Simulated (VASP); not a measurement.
A run of VASP 6.6.1 is set up as follows.

The input INCAR:

```
PREC = Accurate
ENCUT = 600
EDIFF = 1E-6
ISMEAR = 0
SIGMA = 0.014
LREAL = False
LASPH = True
NELM = 200
ALGO = Normal
ISIF = 2
LWAVE = False
LCHARG = False
ISPIN = 2
MAGMOM = 2 0
LORBIT = 11
LMAXMIX = 4
GGA = PE
NBANDS = 22
GGA_COMPAT = False
```

KPOINTS

```
Automatic mesh
0
Gamma
  10 10 10
```

Contents of POSCAR:

```
CoO
1.0
    0.0000000000      2.3436418400      2.3436418400
    2.3436418400      0.0000000000      2.3436418400
    2.3436418400      2.3436418400      0.0000000000
Co O
1 1
Direct
    0.0000000000      0.0000000000      0.0000000000
    0.2500000000      0.2500000000      0.2500000000
```

Potentials or basis: VASP PAW PBE potentials, release 64 (Co_sv, O).

The run is started by

```bash
$ cat potpaw_PBE.64/Co_sv/POTCAR potpaw_PBE.64/O/POTCAR > POTCAR
$ mpirun -np 1 vasp_std > vasp.out
```

Task: Estimate the site moments.

Result: Co +2.49; O +0.32 μB.

Task: What does it give for the band gap on the k mesh?

Result: Zero (filled and empty bands overlap).

Task: Estimate the net moment.

Result: 2.99 μB per cell.

Caveat: a cell with one magnetic atom can't hold antiferromagnetic order, which such compounds often take; semilocal functionals often make such compounds metallic where correlation or magnetic order opens a gap, which also shifts bond lengths. With open d or f shells a metallic result of PBE can be an artefact of self-interaction; +U or a hybrid may open a gap.
